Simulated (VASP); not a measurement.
# Li (C2/c) in VASP: a series of runs

The runs below take Li through single point, with PBE+D3(BJ).

Program: VASP 6.6.1. These are calculated values, not measurements. Logs are shortened: lines on timing, memory, paths and dates and some standing lists are left out, and cuts for length are marked.

**1. The cell of the first run**

Symmetry: C2/c, No. 15, monoclinic system. The conventional cell has a = 2.953 Å, b = 5.115 Å, c = 4.845 Å, α = 90.00°, β = 91.72°, γ = 90.00°. Within 3.9 Å of Li (site symmetry 2) lie 12 Li at 2.93 to 3.00 Å.

**2. Single point, PBE+D3(BJ) (strain -0.0300 x Voigt [0, 0, 0, 0, 1, 0])**

The input, INCAR:

```
SYSTEM = Li
PREC     = Accurate       ! precision mode
ENCUT    = 520            ! plane-wave cutoff, eV
EDIFF    = 1E-6           ! SCF threshold, eV
ISMEAR   = 0              ! smearing method
SIGMA    = 0.15           ! smearing width, eV
LREAL    = .FALSE.        ! projectors in reciprocal space
LASPH    = .TRUE.         ! aspherical terms in the spheres
NELM     = 100            ! most SCF steps
ALGO     = Normal         ! electronic algorithm
ISIF     = 2              ! what is computed and relaxed
LWAVE    = .FALSE.        ! write WAVECAR
LCHARG   = .TRUE.         ! write CHGCAR
GGA      = PE             ! functional
IVDW     = 12             ! dispersion correction
LELF     = .TRUE.         ! ELF
LVHAR    = .TRUE.       
NBANDS   = 10             ! bands
```

The input, KPOINTS:

```
regular mesh
0
G
  24 24 12
  0 0 0
```

The input, POSCAR:

```
Li
1.0
    2.9531606636      0.0000000000     -0.0442974100
   -1.4765803318      2.5575121562      0.0221487050
   -0.0726612360      0.0000000000      4.8440824030
Li
2
Direct
    0.3333333333      0.6666666667      0.2500000000
    0.6666666667      0.3333333333      0.7500000000
```

Potentials or basis: VASP PAW PBE potentials, release 64 (Li_sv).

The run is started by

```console
> cat potpaw_PBE.64/Li_sv/POTCAR > POTCAR
> mpirun -np 1 vasp_std > vasp.out
```

OUTCAR:

```text
SYSTEM = Li
   PREC = Accurate
   ENCUT = 520
   EDIFF = 1E-6
   ISMEAR = 0
   LREAL = .FALSE.
   LASPH = .TRUE.
   NELM = 100
   ISIF = 2
   GGA = PE
   IVDW = 12
 IVDW          = 12

 ion  position               nearest neighbor table
   1  0.333  0.667  0.250-
   2  0.667  0.333  0.750-

  LATTYP: Found a base centered monoclinic cell.
 ALAT       =     2.9534928755
 B/A-ratio  =     1.7318559848
 C/A-ratio  =     1.6403043907
 COS(beta)  =    -0.0299932515

  Lattice vectors:

 A1 = (   1.4765803318,  -2.5575121562,  -0.0221487050)
 A2 = (   1.4765803318,   2.5575121562,  -0.0221487050)
 A3 = (  -0.0726612360,   0.0000000000,   4.8440824030)

Analysis of symmetry for initial positions (statically):
=====================================================================
 Subroutine PRICEL returns:
 Original cell was already a primitive cell.

 Routine SETGRP: Setting up the symmetry group for a
 base centered monoclinic supercell.

 Subroutine GETGRP returns: Found  4 space group operations
 (whereof  2 operations were pure point group operations)
 out of a pool of  4 trial point group operations.

The static configuration has the point symmetry S_2 .
 The point group associated with its full space group is C_2h.

Analysis of symmetry for dynamics (positions and initial velocities):
=====================================================================
 Subroutine PRICEL returns:
 Original cell was already a primitive cell.

 Routine SETGRP: Setting up the symmetry group for a
 base centered monoclinic supercell.

 Subroutine GETGRP returns: Found  4 space group operations
 (whereof  2 operations were pure point group operations)
 out of a pool of  4 trial point group operations.

The dynamic configuration has the point symmetry S_2 .
 The point group associated with its full space group is C_2h.

 Subroutine INISYM returns: Found  4 space group operations
 (whereof  2 operations are pure point group operations),
 and found     1 'primitive' translations

----------------------------------------------------------------------------------------

                                     Primitive cell

  volume of cell :      36.5779

  direct lattice vectors                    reciprocal lattice vectors
     2.953160664  0.000000000 -0.044297410     0.338696456  0.195502492  0.005080447
    -1.476580332  2.557512156  0.022148705     0.000000000  0.391004984  0.000000000
    -0.072661236  0.000000000  4.844082403     0.003097259  0.000000000  0.206483905

  length of vectors
     2.953492875  2.953243720  4.844627332     0.391103982  0.391004984  0.206507133

  position of ions in fractional coordinates (direct lattice)
     0.333333333  0.666666667  0.250000000
     0.666666667  0.333333333  0.750000000

  ion indices of the primitive-cell ions
   primitive index   ion index
                 1           1
                 2           2

----------------------------------------------------------------------------------------

 KPOINTS: regular mesh

Automatic generation of k-mesh.
 Grid dimensions read from file:
 generate k-points for:   24   24   12

 Generating k-lattice:

  Cartesian coordinates                     Fractional coordinates (reciprocal lattice)
     0.014112352  0.008145937  0.000211685     0.041666667 -0.000000000  0.000000000
     0.000000000  0.016291874  0.000000000     0.000000000  0.041666667  0.000000000
     0.000258105  0.000000000  0.017206992     0.000000000  0.000000000  0.083333333

  Length of vectors
     0.016295999  0.016291874  0.017208928

  Shift w.r.t. Gamma in fractional coordinates (k-lattice)
     0.000000000  0.000000000  0.000000000

 Subroutine IBZKPT returns following result:
 ===========================================

 Found   1814 irreducible k-points:

 Following reciprocal coordinates:
            Coordinates               Weight
  0.000000  0.000000  0.000000      1.000000
  0.041667  0.000000  0.000000      4.000000
  0.083333  0.000000  0.000000      4.000000
  0.125000  0.000000  0.000000      4.000000
  0.166667  0.000000  0.000000      4.000000
  0.208333  0.000000  0.000000      4.000000
[... 16 lines left out ...]
  0.375000  0.041667  0.000000      4.000000
  0.416667  0.041667  0.000000      4.000000
 [... further k-points ...]
   k-points           NKPTS =   1814   k-points in BZ     NKDIM =   1814   number of bands    NBANDS=     10
   number of dos      NEDOS =    301   number of ions     NIONS =      2
   total plane-waves  NPLWV =  20736
   dimension x,y,z NGX =    24 NGY =   24 NGZ =   36
   dimension x,y,z NGXF=    48 NGYF=   48 NGZF=   72
   ions per type =               2
   NGX,Y,Z   is equivalent  to a cutoff of  13.51, 13.51, 12.35 a.u.
   NGXF,Y,Z  is equivalent  to a cutoff of  27.02, 27.02, 24.71 a.u.
 SYSTEM =  Li
   PREC   = accura    normal or accurate (medium, high low for compatibility)
   ISTART =      0    job   : 0-new  1-cont  2-samecut
   ICHARG =      2    charge: 1-file 2-atom 10-const
   ISPIN  =      1    spin polarized calculation?
   LNONCOLLINEAR =      F non collinear calculations
   LSORBIT =      F    spin-orbit coupling
   LASPH  =      T    aspherical Exc in radial PAW
   ENCUT  =  520.0 eV  38.22 Ry    6.18 a.u.   5.49  5.49  9.01*2*pi/ulx,y,z
   NELM   =    100;   NELMIN=  2; NELMDL= -5     # of ELM steps
   EDIFF  = 0.1E-05   stopping-criterion for ELM
   LREAL  =      F    real-space projection
   EDIFFG = 0.1E-04   stopping-criterion for IOM
   NSW    =      0    number of steps for IOM
   IBRION =     -1    ionic relax: 0-MD 1-quasi-New 2-CG
   NFREE  =      0    steps in history (QN), initial steepest desc. (CG)
   ISIF   =      2    stress and relaxation
   ISYM   =      2    0-nonsym 1-usesym 2-fastsym
   POTIM  = 0.5000    time-step for ionic-motion
   TEBEG  =    0.0;   TEEND  =   0.0 temperature during run
   PSTRESS=    0.0 pullay stress
   NELECT =       6.0000    total number of electrons
   NUPDOWN=      -1.0000    fix difference up-down
   EMIN   =  10.00;   EMAX   =-10.00  energy-range for DOS
   EFERMI =   0.00;   METHOD = LEGACY
   ISMEAR =     0;   SIGMA  =   0.15  broadening in eV -4-tet -1-fermi 0-gaus
   EFERMI_NEDOS =   21; number of points for ismear=-14 and -15
   IALGO  =     38    algorithm
   IMIX   =      4    mixing-type and parameters
     AMIX     =   0.40;   BMIX     =  1.00
     AMIX_MAG =   1.60;   BMIX_MAG =  1.00
  volume/ion in A,a.u.               =      18.29       123.42
  Fermi-wavevector in a.u.,A,eV,Ry     =   0.896160  1.693497 10.926885  0.803103
  Thomas-Fermi vector in A             =   2.018584
   LORBIT       =      0    0 simple, 1 ext, 2 COOP (PROOUT), +10 PAW based schemes
   GGA     = PE    functional components
   LHFCALC =     F    Hartree Fock is set to
   AEXX    =    0.0000 exact exchange contribution
   IVDW    =    12    specifies the selected vdW correction
   LEPSILON=     F    determine dielectric tensor
   LRPA    =     F    only Hartree local field effects (RPA)
 non-spin polarized calculation
 Gauss-broadening in eV      SIGMA  =   0.15
  energy-cutoff  :      520.00
  volume of cell :       36.58
 maximum number of plane-waves:      1013
 NGX is ok and might be reduce to    24
   NGX = 11   NGY = 11   NGZ = 19

 number of electron       6.0000007 magnetization

 Free energy of the ion-electron system (eV)
  ---------------------------------------------------
  ext. energy  EPLUGINS =         0.00000000
  ---------------------------------------------------
  free energy    TOTEN  =        -3.79728086 eV

  energy without entropy =       -3.78622196  energy(sigma->0) =       -3.79175141

 E-fermi :   0.9234     XC(G=0):  -7.2994

 val. band max:        0.9231225696   @ k =   0.3333   0.2083  -0.0000
 cond. band min:       0.9241150918   @ k =   0.2917   0.2083   0.3333
 fundamental gap:      0.0009925222
 Fermi energy:         0.9233787585

 k-point     1 :       0.0000    0.0000    0.0000
  band No.  band energies     occupation
      1     -45.4343      2.00000
      2     -45.4074      2.00000
      3      -2.7644      2.00000
      4       0.8387      1.57528
      5       4.1701      0.00000
      6      14.3611      0.00000
      7      14.3664      0.00000
      8      15.8361      0.00000
      9      15.8374      0.00000
     10      16.4135      0.00000

 k-point     2 :       0.0417    0.0000    0.0000
  band No.  band energies     occupation
      1     -45.4339      2.00000
      2     -45.4072      2.00000
      3      -2.7356      2.00000
      4       0.8778      1.33259
      5       4.1791      0.00000
      6      14.0034      0.00000
      7      14.0845      0.00000
      8      15.8310      0.00000
      9      16.0357      0.00000
     10      16.3898      0.00000

 k-point     3 :       0.0833    0.0000    0.0000
  band No.  band energies     occupation
      1     -45.4327      2.00000
      2     -45.4066      2.00000
      3      -2.6497      2.00000
      4       0.9950      0.49933
      5       4.2049      0.00000
      6      13.1269      0.00000
      7      13.5270      0.00000
      8      15.8060      0.00000
      9      16.2577      0.00000
     10      16.3459      0.00000

 k-point     4 :       0.1250    0.0000    0.0000
  band No.  band energies     occupation
      1     -45.4307      2.00000
      2     -45.4057      2.00000
      3      -2.5065      2.00000
      4       1.1903      0.01186
      5       4.2450      0.00000
      6      12.0372      0.00000
      7      12.9229      0.00000
      8      15.7049      0.00000
      9      16.0459      0.00000
     10      16.3841      0.00000

 k-point     5 :       0.1667    0.0000    0.0000
  band No.  band energies     occupation
      1     -45.4281      2.00000
      2     -45.4045      2.00000
      3      -2.3057      2.00000
      4       1.4632      0.00000
      5       4.2925      0.00000
      6      10.9053      0.00000
      7      12.3426      0.00000
      8      15.1497      0.00000
      9      15.7837      0.00000
     10      16.0263      0.00000

 k-point     6 :       0.2083    0.0000    0.0000
  band No.  band energies     occupation
      1     -45.4250      2.00000
      2     -45.4032      2.00000
      3      -2.0472      2.00000
      4       1.8135      0.00000
      5       4.3329      0.00000
      6       9.8220      0.00000
      7      11.8113      0.00000
      8      14.1412      0.00000
      9      14.8693      0.00000
     10      15.8934      0.00000
[... 183 lines left out ...]
 k-point    21 :       0.2917    0.0417   -0.0000
  band No.  band energies     occupation
      1     -45.4163      2.00000
      2     -45.4000      2.00000
      3      -1.1298      2.00000
      4       3.0497      0.00000
      5       4.1611      0.00000
      6       7.7524      0.00000
      7      10.4176      0.00000
      8      11.3579      0.00000
      9      12.4541      0.00000
     10      15.0188      0.00000

 k-point    22 :       0.3333    0.0417   -0.0000
  band No.  band energies     occupation
      1     -45.4131      2.00000
      2     -45.3991      2.00000
      3      -0.6770      2.00000
      4       3.6217      0.00000
      5       3.8499      0.00000
      6       7.4096      0.00000
      7       9.9560      0.00000
      8      10.2829      0.00000
      9      11.6661      0.00000
     10      14.7780      0.00000

 k-point    23 :       0.3750    0.0417    0.0000
  band No.  band energies     occupation
      1     -45.4102      2.00000
      2     -45.3986      2.00000
      3      -0.1802      2.00000
      4       3.2706      0.00000
      5       4.3594      0.00000
      6       7.3573      0.00000
      7       9.0856      0.00000
      8       9.6539      0.00000
      9      11.0756      0.00000
     10      14.5905      0.00000

 k-point    24 :       0.4167    0.0417    0.0000
  band No.  band energies     occupation
      1     -45.4081      2.00000
      2     -45.3984      2.00000
      3       0.3354      2.00000
      4       2.6875      0.00000
      5       5.0834      0.00000
      6       7.4915      0.00000
      7       8.1053      0.00000
      8       9.2140      0.00000
      9      10.7055      0.00000
     10      14.4620      0.00000

 [... further k-points ...]

------------------------ aborting loop because EDIFF is reached ----------------------------------------

 Edisp (eV)   -0.37484

 E8    (eV) :    -0.1558

  FORCE on cell =-STRESS in cart. coord.  units (eV):
  Direction    XX          YY          ZZ          XY          YZ          ZX
  --------------------------------------------------------------------------------------
  -------------------------------------------------------------------------------------
  Total      -0.02288    -0.02372    -0.01669     0.00000     0.00000     0.03939
  in kB      -1.00226    -1.03903    -0.73118     0.00000     0.00000     1.72520
  external pressure =       -0.92 kB  Pullay stress =        0.00 kB

 VOLUME and BASIS-vectors are now :
 -----------------------------------------------------------------------------
  energy-cutoff  :      520.00
  volume of cell :       36.58
      direct lattice vectors                 reciprocal lattice vectors
     2.953160664  0.000000000 -0.044297410     0.338696456  0.195502492  0.005080447
    -1.476580332  2.557512156  0.022148705     0.000000000  0.391004984  0.000000000
    -0.072661236  0.000000000  4.844082403     0.003097259  0.000000000  0.206483905

 POSITION                                       TOTAL-FORCE (eV/Angst)
 -----------------------------------------------------------------------------------
     -0.01817      1.70501      1.21102         0.000000      0.001046      0.000000
      1.42208      0.85250      3.61091        -0.000000     -0.001046     -0.000000
 -----------------------------------------------------------------------------------
    total drift:                               -0.000000      0.000000      0.000000

  FREE ENERGIE OF THE ION-ELECTRON SYSTEM (eV)
  ---------------------------------------------------
  free  energy   TOTEN  =        -4.1721187099 eV

  energy  without entropy=       -4.1610598092  energy(sigma->0) =       -4.16658926
```

Run time: 3.6 min. Hardware: 1 thread of Intel Xeon 6975P-C (Granite Rapids), shared host; peak memory 0.56 GiB.

What came out:

```
Free energy                : -4.1721 eV
Band gap on the k mesh     : zero (band 3 reaches 3.16 eV, above the bottom of band 4 at -1.62 eV)
Dispersion energy per atom : -0.187 eV
```

Levels at points of the mesh, in eV from the Fermi level:
```
           k point  band 1  band 2  band 3  band 4  band 5  band 6
(0.00, 0.00, 0.00)  -46.36  -46.33   -3.69   -0.08    3.25   13.44
(0.50, 0.00, 0.00)  -46.33  -46.32   -0.10    1.17    4.95    6.16
(0.00, 0.50, 0.00)  -46.33  -46.32   -0.11    1.17    4.98    6.19
(0.00, 0.00, 0.50)  -46.34  -46.34   -2.54   -2.54    8.51    8.51
(0.50, 0.00, 0.50)  -46.33  -46.32    0.59    0.81    3.73    3.99
(0.00, 0.50, 0.50)  -46.33  -46.33    0.70    0.70    3.86    3.86
```

Caveat: the cell differs from its parent crystal (strain -0.0300 x Voigt [0, 0, 0, 0, 1, 0]); the cutoff is under 1.25 times the usual one of these potentials, so pressure, stress and relaxed cells hold a basis-set (Pulay) error; pairwise dispersion overbinds metals, which lowers pressure and volume.

**3. Single point, PBE+D3(BJ) (strain +0.0150 x Voigt [0, 0, 0, 0, 1, 0])**

The input, INCAR:

```
SYSTEM = Li
PREC = Accurate
ENCUT = 520
EDIFF = 1E-6
ISMEAR = 0
SIGMA = 0.15
LREAL = .False.
LASPH = .True.
NELM = 100
ALGO = Normal
ISIF = 2
LWAVE = .False.
LCHARG = .False.
GGA = PE
IVDW = 12
NBANDS = 10
```

The input, KPOINTS:

```
Automatic mesh
0
Gamma
  24 24 12
  0 0 0
```

The input, POSCAR:

```
Li
1.0
    2.9531606636      0.0000000000      0.0221487050
   -1.4765803318      2.5575121562     -0.0110743525
    0.0363306180      0.0000000000      4.8440824030
Li
2
Direct
    0.3333333333      0.6666666667      0.2500000000
    0.6666666667      0.3333333333      0.7500000000
```

Potentials or basis: VASP PAW PBE potentials, release 64 (Li_sv).

The run is started by

```console
> cat potpaw_PBE.64/Li_sv/POTCAR > POTCAR
> mpirun -np 1 vasp_std > vasp.out
```

It took 2.8 min on 1 thread of Intel Xeon Platinum 8488C (Sapphire Rapids), shared host; peak memory 0.56 GiB.

Results (log left out):

```
Free energy                : -4.1726 eV
Band gap on the k mesh     : zero (band 3 reaches 3.19 eV, above the bottom of band 4 at -1.62 eV)
Dispersion energy per atom : -0.187 eV
```

Levels at points of the mesh, in eV from the Fermi level:
```tsv
k point	band 1	band 2	band 3	band 4	band 5	band 6	band 7	band 8
(0.00, 0.00, 0.00)	-46.36	-46.33	-3.69	-0.09	3.24	13.44	13.44	14.91
(0.50, 0.00, 0.00)	-46.33	-46.32	-0.11	1.17	4.98	6.18	6.77	8.48
(0.00, 0.50, 0.00)	-46.33	-46.32	-0.11	1.17	4.98	6.18	6.76	8.48
(0.00, 0.00, 0.50)	-46.34	-46.34	-2.54	-2.54	8.50	8.50	14.35	14.35
(0.50, 0.00, 0.50)	-46.33	-46.33	0.64	0.75	3.79	3.92	10.55	10.56
(0.00, 0.50, 0.50)	-46.33	-46.33	0.70	0.70	3.85	3.85	10.55	10.55
```

Caveat: the cell differs from its parent crystal (strain +0.0150 x Voigt [0, 0, 0, 0, 1, 0]); the cutoff is under 1.25 times the usual one of these potentials, so pressure, stress and relaxed cells hold a basis-set (Pulay) error; pairwise dispersion overbinds metals, which lowers pressure and volume.
